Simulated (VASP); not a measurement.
# BiS in VASP: single point with PBE

Aim: the single point of BiS with PBE.

All numbers are computed with VASP 6.6.1; they aren't measurements. Logs are shortened: lines on timing, memory, paths and dates and some standing lists are left out, and cuts for length are marked.

## (1) The cell of the first run

The typed cell holds 8 atoms: a = 6.084 Å, b = 6.084 Å, c = 6.084 Å, α = 109.47°, β = 109.47°, γ = 109.48°.

## (2) Single point, PBE

Contents of INCAR:

```
SYSTEM = BiS
PREC = Accurate
ENCUT = 520
EDIFF = 1E-7
ISMEAR = -1
SIGMA = 0.1
LREAL = .False.
LASPH = .True.
NELM = 100
ALGO = Normal
ISIF = 2
LWAVE = .False.
LCHARG = .True.
GGA = PE
LELF = .True.
LVHAR = .True.
NBANDS = 52
```

Contents of KPOINTS:

```
Automatic mesh
0
Gamma
  6 6 6
  0 0 0
```

Contents of POSCAR:

```
BiS
1.0
   -3.5125381093      3.5125381093      3.5121075917
    3.5125381093     -3.5125381093      3.5121075917
    3.5125381093      3.5125381093     -3.5121075917
Bi S
4 4
Direct
    0.2500000000      0.2500000000      0.0000000000
    0.7500000000      0.7500000000      0.0000000000
    0.7500000000      0.2500000000      0.5000000000
    0.2500000000      0.7500000000      0.5000000000
    0.7499936064      0.2499936064      0.9999872128
    0.2499936064      0.2500063936      0.5000000000
    0.2500063936      0.7500063936      0.0000127872
    0.7500063936      0.7499936064      0.5000000000
```

Potentials or basis: VASP PAW PBE potentials, release 64 (Bi_d, S).

The run is started by

```
$ cat potpaw_PBE.64/Bi_d/POTCAR potpaw_PBE.64/S/POTCAR > POTCAR
$ mpirun -np 1 vasp_std > vasp.out
```

OUTCAR:

```text
SYSTEM = BiS
   PREC = Accurate
   ENCUT = 520
   EDIFF = 1E-7
   ISMEAR = -1
   LREAL = .False.
   LASPH = .True.
   NELM = 100
   ISIF = 2
   GGA = PE

 ion  position               nearest neighbor table
   1  0.250  0.250  0.000-   5 3.04   7 3.04   6 3.04   8 3.04   6 3.04   8 3.04   7 3.04   5 3.04
                             2 3.51   2 3.51   3 3.51   4 3.51   3 3.51   4 3.51
   2  0.750  0.750  0.000-   5 3.04   7 3.04   6 3.04   8 3.04   8 3.04   6 3.04   5 3.04   7 3.04
                             1 3.51   1 3.51   3 3.51   4 3.51   4 3.51   3 3.51
   3  0.750  0.250  0.500-   6 3.04   8 3.04   7 3.04   5 3.04   5 3.04   7 3.04   8 3.04   6 3.04
                             4 3.51   4 3.51   2 3.51   2 3.51   1 3.51   1 3.51
   4  0.250  0.750  0.500-   6 3.04   8 3.04   5 3.04   7 3.04   7 3.04   5 3.04   8 3.04   6 3.04
                             3 3.51   3 3.51   1 3.51   2 3.51   2 3.51   1 3.51
   5  0.750  0.250  1.000-   4 3.04   3 3.04   1 3.04   2 3.04   1 3.04   2 3.04   3 3.04   4 3.04

   6  0.250  0.250  0.500-   3 3.04   4 3.04   2 3.04   1 3.04   1 3.04   2 3.04   4 3.04   3 3.04

   7  0.250  0.750  0.000-   3 3.04   4 3.04   1 3.04   2 3.04   1 3.04   2 3.04   4 3.04   3 3.04

   8  0.750  0.750  0.500-   3 3.04   4 3.04   1 3.04   2 3.04   2 3.04   1 3.04   4 3.04   3 3.04

  LATTYP: Found a body centered tetragonal cell.
 ALAT       =     7.0250762186
 C/A-ratio  =     0.9998774340

  Lattice vectors:

 A1 = (  -3.5125381093,   3.5125381093,   3.5121075917)
 A2 = (   3.5125381093,  -3.5125381093,   3.5121075917)
 A3 = (   3.5125381093,   3.5125381093,  -3.5121075917)

Analysis of symmetry for initial positions (statically):
=====================================================================
 Subroutine PRICEL returns:
 Original cell was already a primitive cell.

 Routine SETGRP: Setting up the symmetry group for a
 body centered tetragonal supercell.

 Subroutine GETGRP returns: Found 16 space group operations
 (whereof  8 operations were pure point group operations)
 out of a pool of 16 trial point group operations.

The static configuration has the point symmetry C_4h.
 The point group associated with its full space group is D_4h.

Analysis of symmetry for dynamics (positions and initial velocities):
=====================================================================
 Subroutine PRICEL returns:
 Original cell was already a primitive cell.

 Routine SETGRP: Setting up the symmetry group for a
 body centered tetragonal supercell.

 Subroutine GETGRP returns: Found 16 space group operations
 (whereof  8 operations were pure point group operations)
 out of a pool of 16 trial point group operations.

[... 117 lines left out ...]
   IBRION =     -1    ionic relax: 0-MD 1-quasi-New 2-CG
   NFREE  =      0    steps in history (QN), initial steepest desc. (CG)
   ISIF   =      2    stress and relaxation
   ISYM   =      2    0-nonsym 1-usesym 2-fastsym
   POTIM  = 0.5000    time-step for ionic-motion
   TEBEG  =    0.0;   TEEND  =   0.0 temperature during run
   PSTRESS=    0.0 pullay stress
   NELECT =      84.0000    total number of electrons
   NUPDOWN=      -1.0000    fix difference up-down
   EMIN   =  10.00;   EMAX   =-10.00  energy-range for DOS
   EFERMI =   0.00;   METHOD = LEGACY
   ISMEAR =    -1;   SIGMA  =   0.10  broadening in eV -4-tet -1-fermi 0-gaus
   EFERMI_NEDOS =   21; number of points for ismear=-14 and -15
   IALGO  =     38    algorithm
   IMIX   =      4    mixing-type and parameters
     AMIX     =   0.40;   BMIX     =  1.00
     AMIX_MAG =   1.60;   BMIX_MAG =  1.00
  volume/ion in A,a.u.               =      21.67       146.21
  Fermi-wavevector in a.u.,A,eV,Ry     =   1.285912  2.430022 22.498186  1.653570
  Thomas-Fermi vector in A             =   2.418018
   LORBIT       =      0    0 simple, 1 ext, 2 COOP (PROOUT), +10 PAW based schemes
   GGA     = PE    functional components
   LHFCALC =     F    Hartree Fock is set to
   AEXX    =    0.0000 exact exchange contribution
   IVDW    =     0    specifies the selected vdW correction
   LEPSILON=     F    determine dielectric tensor
   LRPA    =     F    only Hartree local field effects (RPA)
 non-spin polarized calculation
  energy-cutoff  :      520.00
  volume of cell :      173.33
 maximum number of plane-waves:      4729
 NGX is ok and might be reduce to    48
   NGX = 23   NGY = 23   NGZ = 23

 number of electron      84.0000005 magnetization

 Free energy of the ion-electron system (eV)
  ---------------------------------------------------
  ext. energy  EPLUGINS =         0.00000000
  ---------------------------------------------------
  free energy    TOTEN  =       -31.70083725 eV

  energy without entropy =      -31.55243716  energy(sigma->0) =      -31.62663721

 E-fermi :   9.1907     XC(G=0): -10.9487

 val. band max:        9.1698396807   @ k =   0.3333   0.3333   0.1667
 cond. band min:       9.1967791697   @ k =  -0.3333  -0.3333   0.1667
 fundamental gap:      0.0269394890
 Fermi energy:         9.1906615298

 k-point     1 :       0.0000    0.0000    0.0000
  band No.  band energies     occupation
      1     -14.6100      2.00000
      2     -14.6099      2.00000
      3     -14.5544      2.00000
      4     -14.5544      2.00000
      5     -14.5544      2.00000
      6     -14.5387      2.00000
[... 1309 lines left out ...]
     51      12.4325      0.00000
     52      12.5226      0.00000

 [... further k-points ...]
[... 5 lines left out ...]
  --------------------------------------------------------------------------------------
  -------------------------------------------------------------------------------------
  Total        5.2964952      5.2964952      5.3085443      0.0000000     -0.0000000      0.0000000
  in kB       48.9586322     48.9586322     49.0700087      0.0000000     -0.0000000      0.0000000
  external PRESSURE =      48.9957577 kB  Pullay stress =       0.0000000 kB

 VOLUME and BASIS-vectors are now :
 -----------------------------------------------------------------------------
  energy-cutoff  :      520.00
  volume of cell :      173.33
      direct lattice vectors                 reciprocal lattice vectors
    -3.512538109  3.512538109  3.512107592     0.000000000  0.142347210  0.142364659
     3.512538109 -3.512538109  3.512107592     0.142347210  0.000000000  0.142364659
     3.512538109  3.512538109 -3.512107592     0.142347210  0.142347210  0.000000000

 POSITION                                       TOTAL-FORCE (eV/Angst)
 -----------------------------------------------------------------------------------
      0.00000      0.00000      1.75605        -0.000000      0.000000     -0.000000
      0.00000      0.00000      5.26816        -0.000000      0.000000     -0.000000
     -0.00000      3.51254      1.75605        -0.000000      0.000000     -0.000000
      3.51254     -0.00000      1.75605        -0.000000      0.000000     -0.000000
      1.75622      5.26876     -0.00000         0.000109      0.000109      0.000000
      1.75631      1.75622      0.00000        -0.000109      0.000109     -0.000000
      1.75631     -1.75622      3.51211        -0.000109     -0.000109     -0.000000
      1.75622      1.75631      3.51211         0.000109     -0.000109     -0.000000
 -----------------------------------------------------------------------------------
    total drift:                               -0.000000     -0.000000      0.000000

  FREE ENERGIE OF THE ION-ELECTRON SYSTEM (eV)
  ---------------------------------------------------
  free  energy   TOTEN  =       -31.7008372528 eV

  energy  without entropy=      -31.5524371587  energy(sigma->0) =      -31.62663721
```

Wall time 2.5 min (1 thread of Intel Xeon 6975P-C (Granite Rapids), shared host); peak memory 0.42 GiB.

Results:

* Free energy: -31.7008 eV
* Pressure: 4.9 GPa
* Band gap on the k mesh: zero (band 42 reaches 11.72 eV, above the bottom of band 43 at 7.31 eV)

Levels at points of the mesh, in eV from the Fermi level:
```tsv
k point	band 38	band 39	band 40	band 41	band 42	band 43	band 44	band 45	band 46	band 47
(0.00, 0.00, 0.00)	-1.65	-1.65	-1.65	2.53	2.53	2.53	2.53	2.54	2.54	3.58
(0.50, 0.00, 0.00)	-2.38	-2.11	-2.11	-1.36	-1.36	-0.13	-0.13	1.00	1.00	2.74
(0.50, 0.50, 0.00)	-2.38	-2.11	-2.11	-1.36	-1.36	-0.13	-0.13	1.00	1.00	2.74
(0.50, 0.50, 0.50)	-1.93	-1.93	-1.93	-1.88	-1.88	-1.88	-1.74	-1.74	-1.74	1.61
```

Caveat: spin-orbit coupling is left out, which moves the levels of the heavy elements.
